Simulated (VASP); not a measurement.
ZrH, 4 atoms in the cell. Symmetry: P4_2/mmc, No. 131, tetragonal system. The conventional cell has a = 3.190 Å, b = 3.190 Å, c = 4.991 Å, α = 90.00°, β = 90.00°, γ = 90.00°. Zr (site symmetry mmm) has 4 H at 2.03 Å within 2.7 Å. Within 2.7 Å of H (site symmetry -4m2) lie 4 Zr at 2.03 Å and 2 H at 2.50 Å. 

| Item | Value |
| --- | --- |
| Program | VASP 6.6.1 |
| Task | single point |
| Functional | PBEsol |
| Potentials or basis | VASP PAW PBE potentials, release 64 (Zr_sv, H) |
| Cutoff | 520 eV |
| k mesh | 14 × 14 × 8 |
| Occupations | gaussian, width 0.1 eV |
| Spin | no spin polarisation |
| Dipole correction | no |
| Further INCAR settings | ALGO = Normal; EDIFF = 1e-06; NBANDS = 21 |

Potentials or basis: VASP PAW PBE potentials, release 64 (Zr_sv, H).

Command:

```bash
$ cat potpaw_PBE.64/Zr_sv/POTCAR potpaw_PBE.64/H/POTCAR > POTCAR
$ mpirun -np 1 vasp_std > vasp.out
```

Hardware: 1 thread of Oxide Virtual Turin-like Processor, on a shared host.

Problem. How long does it take, and how much memory?

Solution. Wall time 98 s on 1 thread of Oxide Virtual Turin-like Processor (shared host), peak memory 0.25 GiB. Counts: scf iterations 12, k points 180.
